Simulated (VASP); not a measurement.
# Ga2O3 (P1) in VASP: single point with PBEsol

Aim: the single point of Ga2O3 with PBEsol.

All numbers are computed with VASP 6.6.1; they aren't measurements. Logs are shortened: lines on timing, memory, paths and dates and some standing lists are left out, and cuts for length are marked.

## Step 1: The cell of the first run

The typed cell holds 10 atoms: a = 5.035 Å, b = 5.104 Å, c = 5.377 Å, α = 61.27°, β = 89.66°, γ = 58.43°.

## Step 2: Single point, PBEsol

INCAR reads:

```
  PREC = Accurate
  ENCUT = 520
  EDIFF = 1E-7
  ISMEAR = -1
  SIGMA = 0.05
  LREAL = False
  LASPH = True
  NELM = 60
  ALGO = Normal
  ISIF = 2
  LWAVE = False
  LCHARG = True
  GGA = PS
  LELF = True
  LVHAR = True
  NBANDS = 55
```

KPOINTS reads:

```
Automatic mesh
0
Gamma
  4 4 3
```

POSCAR reads:

```
Ga2O3
1.0
    2.4394070000      4.4047590000     -0.0406480000
   -2.5088970000      4.4448790000      0.0348020000
   -2.5535400000      1.4919630000      4.4909710000
Ga O
4 6
Direct
    0.3656694911      0.2810827334      0.0688671764
    0.1851804737      0.6879491670      0.4185585275
    0.6636996987      0.6750908806      0.9614806136
    0.8585288323      0.2921272181      0.5756585532
    0.5853925923      0.1711825360      0.7796969839
    0.2961155564      0.7750303163      0.7537340811
    0.9658273610      0.4440484630      0.7915079336
    0.4532348802      0.7890211632      0.2615453489
    0.7602260993      0.1909641382      0.2740656167
    0.0528480421      0.5077651762      0.2263557087
```

Potentials or basis: VASP PAW PBE potentials, release 64 (Ga_d, O).

On the command line:

```console
> cat potpaw_PBE.64/Ga_d/POTCAR potpaw_PBE.64/O/POTCAR > POTCAR
> mpirun -np 1 vasp_std > vasp.out
```

OUTCAR:

```text
PREC = Accurate
   ENCUT = 520
   EDIFF = 1E-7
   ISMEAR = -1
   LREAL = False
   LASPH = True
   NELM = 60
   ISIF = 2
   GGA = PS

 ion  position               nearest neighbor table
   1  0.366  0.281  0.069-  10 1.89   8 1.98   9 1.99   7 2.01   5 2.03   6 2.08   3 2.89   2 2.91

   2  0.185  0.688  0.419-   8 1.76  10 1.98   9 2.03   5 2.08   6 2.19   7 2.41   4 2.74   1 2.91

   3  0.664  0.675  0.961-   6 1.85   7 1.92  10 1.93   9 1.98   5 2.03   8 2.07   4 2.74   1 2.89

   4  0.859  0.292  0.576-   7 1.88   5 1.92   8 1.99   9 2.06   6 2.06  10 2.19   2 2.74   3 2.74

   5  0.585  0.171  0.780-   4 1.92   3 2.03   1 2.03   2 2.08
   6  0.296  0.775  0.754-   3 1.85   4 2.06   1 2.08   2 2.19
   7  0.966  0.444  0.792-   4 1.88   3 1.92   1 2.01   2 2.41
   8  0.453  0.789  0.262-   2 1.76   1 1.98   4 1.99   3 2.07
   9  0.760  0.191  0.274-   3 1.98   1 1.99   2 2.03   4 2.06
  10  0.053  0.508  0.226-   1 1.89   3 1.93   2 1.98   4 2.19

  LATTYP: Found a triclinic cell.
 ALAT       =     8.7640464404
 B/A-ratio  =     0.5745407075
 C/A-ratio  =     0.6135634578
 COS(alpha) =     0.0059116274
 COS(beta)  =     0.3403791455
 COS(gamma) =     0.8477663022

  Lattice vectors:

 A1 = (   4.8341710000,   5.8566020000,   4.3748730000)
 A2 = (   2.4394070000,   4.4047590000,  -0.0406480000)
 A3 = (  -2.5535400000,   1.4919630000,   4.4909710000)

Analysis of symmetry for initial positions (statically):
=====================================================================
 Subroutine PRICEL returns:
 Original cell was already a primitive cell.

 Routine SETGRP: Setting up the symmetry group for a
 triclinic supercell.

 Subroutine GETGRP returns: Found  1 space group operations
 (whereof  1 operations were pure point group operations)
 out of a pool of  2 trial point group operations.

The static configuration has the point symmetry C_1 .

Analysis of symmetry for dynamics (positions and initial velocities):
=====================================================================
 Subroutine PRICEL returns:
 Original cell was already a primitive cell.

 Routine SETGRP: Setting up the symmetry group for a
 triclinic supercell.

 Subroutine GETGRP returns: Found  1 space group operations
 (whereof  1 operations were pure point group operations)
 out of a pool of  2 trial point group operations.

The dynamic configuration has the point symmetry C_1 .
[... 121 lines left out ...]
   ISIF   =      2    stress and relaxation
   ISYM   =      2    0-nonsym 1-usesym 2-fastsym
   POTIM  = 0.5000    time-step for ionic-motion
   TEBEG  =    0.0;   TEEND  =   0.0 temperature during run
   PSTRESS=    0.0 pullay stress
   NELECT =      88.0000    total number of electrons
   NUPDOWN=      -1.0000    fix difference up-down
   EMIN   =  10.00;   EMAX   =-10.00  energy-range for DOS
   EFERMI =   0.00;   METHOD = LEGACY
   ISMEAR =    -1;   SIGMA  =   0.05  broadening in eV -4-tet -1-fermi 0-gaus
   EFERMI_NEDOS =   21; number of points for ismear=-14 and -15
   IALGO  =     38    algorithm
   IMIX   =      4    mixing-type and parameters
     AMIX     =   0.40;   BMIX     =  1.00
     AMIX_MAG =   1.60;   BMIX_MAG =  1.00
  volume/ion in A,a.u.               =       9.75        65.79
  Fermi-wavevector in a.u.,A,eV,Ry     =   1.582113  2.989760 34.056483  2.503081
  Thomas-Fermi vector in A             =   2.682085
   LORBIT       =      0    0 simple, 1 ext, 2 COOP (PROOUT), +10 PAW based schemes
   GGA     = PS    functional components
   LHFCALC =     F    Hartree Fock is set to
   AEXX    =    0.0000 exact exchange contribution
   IVDW    =     0    specifies the selected vdW correction
   LEPSILON=     F    determine dielectric tensor
   LRPA    =     F    only Hartree local field effects (RPA)
 non-spin polarized calculation
  energy-cutoff  :      520.00
  volume of cell :       97.50
 maximum number of plane-waves:      2642
 NGX is ok and might be reduce to    40
   NGX = 19   NGY = 19   NGZ = 19

 number of electron      87.9999997 magnetization

 Free energy of the ion-electron system (eV)
  ---------------------------------------------------
  ext. energy  EPLUGINS =         0.00000000
  ---------------------------------------------------
  free energy    TOTEN  =       -62.76827147 eV

  energy without entropy =      -62.76827147  energy(sigma->0) =      -62.76827147

 E-fermi :   5.6111     XC(G=0): -12.4011

 val. band max:        4.4018778772   @ k =   0.2500   0.0000   0.0000
 cond. band min:       6.8373920339   @ k =   0.0000   0.0000   0.0000
 fundamental gap:      2.4355141567
 Fermi energy:         5.6111463405

 k-point     1 :       0.0000    0.0000    0.0000
  band No.  band energies     occupation
      1     -14.8104      2.00000
      2     -13.2885      2.00000
      3     -12.7244      2.00000
      4     -12.4727      2.00000
      5     -12.2990      2.00000
      6     -12.1574      2.00000
[... 1381 lines left out ...]
     54      15.9625      0.00000
     55      16.4681      0.00000

 [... further k-points ...]

------------------------ aborting loop because EDIFF is reached ----------------------------------------

  FORCE on cell =-STRESS in cart. coord.  units (eV):
  Direction    XX          YY          ZZ          XY          YZ          ZX
  --------------------------------------------------------------------------------------
  -------------------------------------------------------------------------------------
  Total        2.7040367      0.5652686      3.4890623      4.2133120     -0.8189781     -0.0772023
  in kB       44.4353220      9.2890350     57.3356144     69.2371792    -13.4582323     -1.2686617
  external PRESSURE =      37.0199905 kB  Pullay stress =       0.0000000 kB

 VOLUME and BASIS-vectors are now :
 -----------------------------------------------------------------------------
  energy-cutoff  :      520.00
  volume of cell :       97.50
      direct lattice vectors                 reciprocal lattice vectors
     2.439407000  4.404759000 -0.040648000     0.204208694  0.114654021  0.078022216
    -2.508897000  4.444879000  0.034802000    -0.203515251  0.111300042 -0.152693010
    -2.553540000  1.491963000  4.490971000     0.003425409  0.000175239  0.224558446

 POSITION                                       TOTAL-FORCE (eV/Angst)
 -----------------------------------------------------------------------------------
      0.01095      2.96281      0.30420         0.600876      0.442712     -0.528524
     -2.34307      4.49800      1.89615        -2.398512     -1.957254      1.341732
     -2.52988      7.35863      4.31450        -0.114812      0.398970     -1.369651
     -0.10858      5.93894      2.56053         1.756436     -0.012114      1.146930
     -0.99246      4.50268      3.48376        -0.390456     -0.922879     -0.714081
     -3.14681      5.87378      3.39993        -1.704989     -0.913604     -0.634857
     -0.77917      7.40888      3.53083         0.334076      0.857931     -1.095246
     -1.54182      5.89371      1.18363         1.128679      1.933075     -0.818557
      0.67555      4.60632      1.20657         1.046465     -1.034020      0.670154
     -1.72302      2.82745      1.03208        -0.257763      1.207183      2.002100
 -----------------------------------------------------------------------------------
    total drift:                               -0.000106     -0.000343     -0.000282

  FREE ENERGIE OF THE ION-ELECTRON SYSTEM (eV)
  ---------------------------------------------------
  free  energy   TOTEN  =       -62.7682714689 eV

  energy  without entropy=      -62.7682714689  energy(sigma->0) =      -62.76827147
```

OSZICAR:

```text
N       E                     dE             d eps       ncg     rms          rms(c)
DAV:   1     0.121273490883E+04    0.12127E+04   -0.39381E+04  3419   0.300E+03
DAV:   2     0.197583395557E+03   -0.10152E+04   -0.95191E+03  2924   0.830E+02
DAV:   3    -0.499002414086E+02   -0.24748E+03   -0.24015E+03  3247   0.264E+02
DAV:   4    -0.698088347743E+02   -0.19909E+02   -0.19674E+02  3608   0.811E+01
DAV:   5    -0.705387314510E+02   -0.72990E+00   -0.72835E+00  3690   0.159E+01    0.159E+01
DAV:   6    -0.627708951530E+02    0.77678E+01   -0.24420E+01  5195   0.642E+01    0.456E+00
DAV:   7    -0.628646097101E+02   -0.93715E-01   -0.28508E+00  3225   0.970E+00    0.321E+00
DAV:   8    -0.627991824799E+02    0.65427E-01   -0.53413E-01  4530   0.132E+01    0.116E+00
DAV:   9    -0.627681940429E+02    0.30988E-01   -0.11103E-01  4328   0.566E+00    0.349E-01
DAV:  10    -0.627676670635E+02    0.52698E-03   -0.24403E-02  4948   0.192E+00    0.106E-01
DAV:  11    -0.627681391635E+02   -0.47210E-03   -0.44932E-03  4464   0.736E-01    0.554E-02
DAV:  12    -0.627682604898E+02   -0.12133E-03   -0.17264E-03  3282   0.527E-01    0.252E-02
DAV:  13    -0.627682679316E+02   -0.74418E-05   -0.15238E-04  4296   0.268E-01    0.839E-03
DAV:  14    -0.627682703933E+02   -0.24617E-05   -0.43426E-05  3946   0.101E-01    0.554E-03
DAV:  15    -0.627682715146E+02   -0.11213E-05   -0.12585E-05  3752   0.318E-02    0.198E-03
DAV:  16    -0.627682716558E+02   -0.14118E-06   -0.26843E-06  3378   0.228E-02    0.116E-03
DAV:  17    -0.627682715302E+02    0.12554E-06   -0.19477E-07  2216   0.125E-02    0.626E-04
DAV:  18    -0.627682714689E+02    0.61364E-07   -0.69382E-08  1969   0.802E-03
   1 F= -.62768271E+02 E0= -.62768271E+02  d E =-.211642E-10
```

stdout:

```text
POSCAR found type information on POSCAR GaO
 POSCAR found :  2 types and      10 ions
 scaLAPACK will be used
 -----------------------------------------------------------------------------
|                                                                             |
|                                                                             |
|     You enforced a specific xc type in the INCAR file but a different       |
|     I HOPE YOU KNOW WHAT YOU ARE DOING!                                     |
|                                                                             |
 -----------------------------------------------------------------------------

 LDA part: xc-table for (Slater+PW92), standard interpolation
 POSCAR, INCAR and KPOINTS ok, starting setup
 FFT: planning ... GRIDC
 FFT: planning ... GRID_SOFT
 FFT: planning ... GRID
 WAVECAR not read
 entering main loop
```

It took 1.8 min on 1 thread of Intel Xeon 6975P-C (Granite Rapids), shared host; peak memory 0.29 GiB.

Results:

```
Free energy            : -62.7683 eV
Pressure               : 3.7 GPa
Largest force          : 3.374 eV/Å
Band gap on the k mesh : 2.44 eV (least direct gap 2.45 eV)
```

Forces in eV/Å, atoms in the order of the input:
```
Ga   0.601  0.443 -0.529
Ga  -2.399 -1.957  1.342
Ga  -0.115  0.399 -1.370
Ga   1.756 -0.012  1.147
O   -0.390 -0.923 -0.714
O   -1.705 -0.914 -0.635
O    0.334  0.858 -1.095
O    1.129  1.933 -0.819
O    1.046 -1.034  0.670
O   -0.258  1.207  2.002
```

Levels at points of the mesh, in eV from the valence-band top:
```
           k point  band 41  band 42  band 43  band 44  band 45  band 46  band 47  band 48
(0.00, 0.00, 0.00)    -0.42    -0.32    -0.06    -0.02     2.44     6.12     6.72     8.27
(0.50, 0.00, 0.00)    -0.86    -0.82    -0.25    -0.16     5.55     6.08     6.31     7.12
(0.00, 0.50, 0.00)    -0.91    -0.77    -0.37    -0.05     5.62     6.25     7.56     7.82
(0.50, 0.50, 0.00)    -0.86    -0.55    -0.25    -0.09     5.36     6.05     6.30     6.71
```

Caveat: the k points lie up to 0.47 Å⁻¹ apart; the PAW data sets were made with another functional, which shifts forces and pressure a little; an odd mesh through Γ misses points on the zone boundary, where band edges can lie.
